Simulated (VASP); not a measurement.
# Be24NO in VASP: a series of runs, part 2 of 2

VASP 6.6.1. Earlier steps stand in the parts before.

## 3. Single point, PBE, collinear spin, ferromagnetic start

Contents of INCAR:

```
SYSTEM = Be24NO
PREC = Accurate ; ENCUT = 520
EDIFF = 1E-6 ; ISMEAR = 0
SIGMA = 0.1 ; LREAL = .False.
LASPH = .True. ; NELM = 200
ALGO = Normal ; ISIF = 2
LWAVE = .False. ; LCHARG = .False.
ISPIN = 2 ; MAGMOM = 0 0 0 0 0 0 0 0 0 0 0 0 0 0 0 0 0 0 0 0 0 0 0 0 1 0
LORBIT = 11 ; LDIPOL = .True.
IDIPOL = 3 ; DIPOL = 0.5 0.5 0.290
GGA = PE ; NBANDS = 52
GGA_COMPAT = .False. ; NELMDL = -8
KPAR = 4
```

Contents of KPOINTS:

```
Automatic mesh
0
Gamma
  6 4 1
  0 0 0
```

Contents of POSCAR:

```
Be24NO
1.0
    4.5254381411      0.0000000000      0.0000000000
    0.0000000000      7.1336190820      0.0000000000
    0.0000000000      0.0000000000     22.3685529248
Be N O
24 1 1
Direct
    0.0000000000      0.3750000000      0.1788224752
    0.0000000000      0.8750000000      0.1788224752
    0.5000000000      0.3750000000      0.1788224752
    0.5000000000      0.8750000000      0.1788224752
    0.2500000000      0.1250000000      0.2080237711
    0.2500000000      0.6250000000      0.2080237711
    0.7500000000      0.1250000000      0.2080237711
    0.7500000000      0.6250000000      0.2080237711
    0.2500000000      0.3750000000      0.2664263628
    0.2500000000      0.8750000000      0.2664263628
    0.7500000000      0.3750000000      0.2664263628
    0.7500000000      0.8750000000      0.2664263628
    0.0000000000      0.1250000000      0.2903069137
    0.0000000000      0.6250000000      0.2903069137
    0.5000000000      0.1250000000      0.2903069137
    0.5000000000      0.6250000000      0.2903069137
    0.0000000000      0.3750000000      0.3546814205
    0.0000000000      0.8750000000      0.3546814205
    0.5000000000      0.3750000000      0.3546814205
    0.5000000000      0.8750000000      0.3546814205
    0.2500000000      0.1250000000      0.3741213369
    0.2500000000      0.6250000000      0.3741213369
    0.7500000000      0.1250000000      0.3741213369
    0.7500000000      0.6250000000      0.3741213369
    0.7500000000      0.4583333333      0.4134622814
    0.8849191768      0.5932525101      0.4271156668
```

Potentials or basis: VASP PAW PBE potentials, release 64 (Be, N, O).

Launch:

```sh
cat potpaw_PBE.64/Be/POTCAR potpaw_PBE.64/N/POTCAR potpaw_PBE.64/O/POTCAR > POTCAR
mpirun -np 4 vasp_std > vasp.out
```

OUTCAR:

```text
SYSTEM = Be24NO
   PREC = Accurate
   ENCUT = 520
   EDIFF = 1E-6
   ISMEAR = 0
   LREAL = .False.
   LASPH = .True.
   NELM = 200
   ISIF = 2
   ISPIN = 2
   LORBIT = 11
   GGA = PE
   NELMDL = -8

 ion  position               nearest neighbor table
   1  0.000  0.375  0.179-   5 2.21   6 2.21   7 2.21   8 2.21   9 2.26  11 2.26   3 2.26   3 2.26

   2  0.000  0.875  0.179-   5 2.21   6 2.21   7 2.21   8 2.21  10 2.26  12 2.26   4 2.26   4 2.26

   3  0.500  0.375  0.179-   5 2.21   6 2.21   7 2.21   8 2.21   9 2.26  11 2.26   1 2.26   1 2.26
[... 37 lines left out ...]
  22  0.250  0.625  0.374-  26 2.05  18 2.16  19 2.16  20 2.16  17 2.16  16 2.19  14 2.19  24 2.26
                            24 2.26
  23  0.750  0.125  0.374-  17 2.16  18 2.16  19 2.16  20 2.16  13 2.19  15 2.19  21 2.26  21 2.26

  24  0.750  0.625  0.374-  26 1.35  25 1.48  19 2.16  20 2.16  17 2.16  18 2.16  14 2.19  16 2.19
                            22 2.26  22 2.26
  25  0.750  0.458  0.413-  26 1.18  24 1.48  17 1.83  19 1.83
  26  0.885  0.593  0.427-  25 1.18  24 1.35  22 2.05

  LATTYP: Found a simple orthorhombic cell.
 ALAT       =     4.5254381411
 B/A-ratio  =     1.5763377732
 C/A-ratio  =     4.9428480132

  Lattice vectors:

 A1 = (   4.5254381411,   0.0000000000,   0.0000000000)
 A2 = (   0.0000000000,   7.1336190820,   0.0000000000)
 A3 = (   0.0000000000,   0.0000000000,  22.3685529248)

Analysis of symmetry for initial positions (statically):
=====================================================================
 Subroutine PRICEL returns:
 Original cell was already a primitive cell.

 Routine SETGRP: Setting up the symmetry group for a
 simple orthorhombic supercell.

 Subroutine GETGRP returns: Found  1 space group operations
 (whereof  1 operations were pure point group operations)
 out of a pool of  8 trial point group operations.

The static configuration has the point symmetry C_1 .

Analysis of symmetry for dynamics (positions and initial velocities):
=====================================================================
 Subroutine PRICEL returns:
 Original cell was already a primitive cell.

 Routine SETGRP: Setting up the symmetry group for a
 simple orthorhombic supercell.

 Subroutine GETGRP returns: Found  1 space group operations
 (whereof  1 operations were pure point group operations)
 out of a pool of  8 trial point group operations.

The dynamic configuration has the point symmetry C_1 .

Analysis of structural, dynamic, and magnetic symmetry:
=====================================================================
 Subroutine PRICEL returns:
 Original cell was already a primitive cell.

 Routine SETGRP: Setting up the symmetry group for a
 simple orthorhombic supercell.

 Subroutine GETGRP returns: Found  1 space group operations
 (whereof  1 operations were pure point group operations)
 out of a pool of  8 trial point group operations.

The overall configuration has the point symmetry C_1 .

 Subroutine INISYM returns: Found  1 space group operations
 (whereof  1 operations are pure point group operations),
 and found     1 'primitive' translations

----------------------------------------------------------------------------------------

                                     Primitive cell

  volume of cell :     722.1184

  direct lattice vectors                    reciprocal lattice vectors
[... 146 lines left out ...]
  Fermi-wavevector in a.u.,A,eV,Ry     =   0.710378  1.342419  6.865997  0.504637
  Thomas-Fermi vector in A             =   1.797209
   LORBIT       =     11    0 simple, 1 ext, 2 COOP (PROOUT), +10 PAW based schemes
   GGA     = PE    functional components
   LHFCALC =     F    Hartree Fock is set to
   AEXX    =    0.0000 exact exchange contribution
   IVDW    =     0    specifies the selected vdW correction
   LEPSILON=     F    determine dielectric tensor
   LRPA    =     F    only Hartree local field effects (RPA)
 spin polarized calculation
 Gauss-broadening in eV      SIGMA  =   0.10
  energy-cutoff  :      520.00
  volume of cell :      722.12
 maximum number of plane-waves:     19505
 NGX is ok and might be reduce to    36
   NGX = 17   NGY = 27   NGZ = 83

 dipolmoment           0.000000      0.000000     -0.008737 electrons x Angstroem

 number of electron      59.0000003 magnetization       0.0056341

 dipolmoment           0.000000      0.000000      0.099410 electrons x Angstroem

 Free energy of the ion-electron system (eV)
  ---------------------------------------------------
  ext. energy  EPLUGINS =         0.00000000
  ---------------------------------------------------
  free energy    TOTEN  =       -93.80228054 eV

  energy without entropy =      -93.77213708  energy(sigma->0) =      -93.78720881

 E-fermi :  -1.4222     XC(G=0):  -3.7798

 val. band max:       -1.4306409796   @ k =   0.3333   0.2500   0.0000
 cond. band min:      -1.4153331025   @ k =   0.5000   0.5000   0.0000
 fundamental gap:      0.0153078772
 Fermi energy:        -1.4222146333

 spin component 1

 k-point     1 :       0.0000    0.0000    0.0000
  band No.  band energies     occupation
      1     -28.9407      1.00000
      2     -15.0674      1.00000
      3     -12.1779      1.00000
      4     -11.3075      1.00000
      5     -10.6800      1.00000
      6      -9.8396      1.00000
[... 605 lines left out ...]
     40       2.9826      0.00000
     41       3.0049      0.00000
 Fermi energy:        -1.4222146333

 spin component 2

 k-point     1 :       0.0000    0.0000    0.0000
  band No.  band energies     occupation
      1     -28.9405      1.00000
      2     -15.0671      1.00000
      3     -12.1777      1.00000
      4     -11.3072      1.00000
      5     -10.6797      1.00000
      6      -9.8394      1.00000
[... 605 lines left out ...]
     40       2.9831      0.00000
     41       3.0051      0.00000
 [bands above 41 left out]

------------------------ aborting loop because EDIFF is reached ----------------------------------------

 vacuum level on the upper side and lower side of the slab       (xc-potential included)         0.051        -0.512

  FORCE on cell =-STRESS in cart. coord.  units (eV):
  Direction    XX          YY          ZZ          XY          YZ          ZX
  --------------------------------------------------------------------------------------
  -------------------------------------------------------------------------------------
  Total        6.5368215     11.0564170     11.8258135      4.3124194     -2.3756048      5.3158992
  in kB       14.5033648     24.5310735     26.2381475      9.5680433     -5.2707976     11.7944824
  external PRESSURE =      21.7575286 kB  Pullay stress =       0.0000000 kB

 VOLUME and BASIS-vectors are now :
 -----------------------------------------------------------------------------
  energy-cutoff  :      520.00
  volume of cell :      722.12
      direct lattice vectors                 reciprocal lattice vectors
     4.525438141  0.000000000  0.000000000     0.220973079  0.000000000  0.000000000
     0.000000000  7.133619082  0.000000000     0.000000000  0.140181300  0.000000000
     0.000000000  0.000000000 22.368552925     0.000000000  0.000000000  0.044705619

 POSITION                                       TOTAL-FORCE (eV/Angst)
 -----------------------------------------------------------------------------------
      0.00000      2.67511      4.00000        -0.023113     -0.070643      0.539840
      0.00000      6.24192      4.00000         0.052459      0.007338      0.396834
      2.26272      2.67511      4.00000         0.036571     -0.008331      0.482737
      2.26272      6.24192      4.00000        -0.069193      0.109390      0.520213
      1.13136      0.89170      4.65319         0.011250     -0.016650     -0.771197
      1.13136      4.45851      4.65319        -0.023076     -0.001813     -0.676842
[... 18 lines left out ...]
      3.39408      3.26958      9.24855        -7.216760    -14.272941     -1.657994
      4.00465      4.23204      9.55396        10.160733      9.419609     10.054296
 -----------------------------------------------------------------------------------
    total drift:                                0.000014      0.000359      0.000752

  FREE ENERGIE OF THE ION-ELECTRON SYSTEM (eV)
  ---------------------------------------------------
  free  energy   TOTEN  =       -93.8022805400 eV

  energy  without entropy=      -93.7721370782  energy(sigma->0) =      -93.78720881

 vacuum level on the upper side and lower side of the slab         3.593         2.918

 total charge

# of ion       s       p       d       tot
------------------------------------------
    1        0.416   0.601   0.000   1.017
    2        0.410   0.605   0.000   1.015
    3        0.411   0.605   0.000   1.016
    4        0.412   0.605   0.000   1.017
    5        0.421   0.738   0.000   1.159
    6        0.418   0.740   0.000   1.158
[... 18 lines left out ...]
   25        1.288   2.641   0.000   3.929
   26        1.611   3.694   0.000   5.305
--------------------------------------------------
tot         13.100  24.104   0.000  37.204

 magnetization (x)

# of ion       s       p       d       tot
------------------------------------------
    1        0.000   0.000   0.000   0.000
    2        0.000   0.000   0.000   0.000
    3        0.000   0.000   0.000   0.000
    4        0.000   0.000   0.000   0.000
    5       -0.000  -0.000   0.000  -0.000
    6       -0.000  -0.000   0.000  -0.000
[... 18 lines left out ...]
   25        0.000   0.000   0.000   0.000
   26        0.000   0.000   0.000   0.000
--------------------------------------------------
tot          0.000   0.001   0.000   0.002
```

Wall time 10 min (4 MPI ranks of Intel Xeon 6975P-C (Granite Rapids), shared host); peak memory 1.4 GiB.

What came out:

* Free energy: -93.8023 eV
* Largest force: 17.119 eV/Å
* Net moment: 0.01 μB per cell
* Valence electrons inside the program's atomic spheres: Be 1.02, 1.01, 1.16, 1.17, 1.18, 1.22, 1.24, 1.21, 1.20, 1.13, 1.15, 1.08, 1.06, 1.88; N 3.93; O 5.30

Forces on the atoms (eV/Å):
```
Be   -0.023  -0.071   0.540
Be    0.052   0.007   0.397
Be    0.037  -0.008   0.483
Be   -0.069   0.109   0.520
Be    0.011  -0.017  -0.771
Be   -0.023  -0.002  -0.677
Be    0.002   0.008  -0.617
Be   -0.008  -0.023  -0.649
Be    0.090   0.157  -0.141
Be    0.049  -0.001   0.195
Be   -0.056  -0.012  -0.046
Be   -0.068   0.088   0.007
Be   -0.014   0.131   0.038
Be    0.119  -0.077   0.088
Be    0.041  -0.109   0.046
Be    0.064   0.119  -0.089
Be    0.281  -0.778  -0.325
Be    0.095   0.436  -0.453
Be    0.026   0.781   0.755
Be   -0.347   0.143  -0.013
Be   -0.052  -0.155  -0.006
Be   -0.230   0.298  -0.040
Be    0.245  -0.591   0.086
Be   -3.167   4.418  -7.721
N    -7.217 -14.273  -1.658
O    10.161   9.420  10.054
```

Levels at points of the mesh, in eV from the Fermi level:
Spin up:
| k point | band 28 | band 29 | band 30 | band 31 | band 32 | band 33 |
| --- | --- | --- | --- | --- | --- | --- |
| (0.00, 0.00, 0.00) | -1.02 | -0.19 | -0.07 | 0.71 | 0.81 | 1.04 |
| (0.50, 0.00, 0.00) | -0.32 | 0.34 | 0.67 | 1.23 | 1.34 | 1.35 |
| (0.00, 0.50, 0.00) | -0.99 | -0.85 | -0.34 | 0.27 | 0.47 | 1.09 |
| (0.50, 0.50, 0.00) | -0.40 | -0.31 | 0.01 | 0.34 | 0.57 | 1.00 |
Spin down:
| k point | band 26 | band 27 | band 28 | band 29 | band 30 | band 31 | band 32 | band 33 | band 34 | band 35 |
| --- | --- | --- | --- | --- | --- | --- | --- | --- | --- | --- |
| (0.00, 0.00, 0.00) | -1.61 | -1.10 | -1.02 | -0.19 | -0.07 | 0.71 | 0.81 | 1.04 | 1.56 | 2.05 |
| (0.50, 0.00, 0.00) | -1.02 | -0.48 | -0.32 | 0.34 | 0.67 | 1.23 | 1.34 | 1.35 | 1.39 | 1.75 |
| (0.00, 0.50, 0.00) | -1.48 | -1.07 | -0.99 | -0.85 | -0.34 | 0.27 | 0.47 | 1.10 | 2.03 | 2.39 |
| (0.50, 0.50, 0.00) | -0.99 | -0.70 | -0.40 | -0.31 | 0.01 | 0.35 | 0.57 | 1.00 | 1.25 | 2.57 |

Caveat: the standard files for N, O and F lose accuracy on very short bonds.
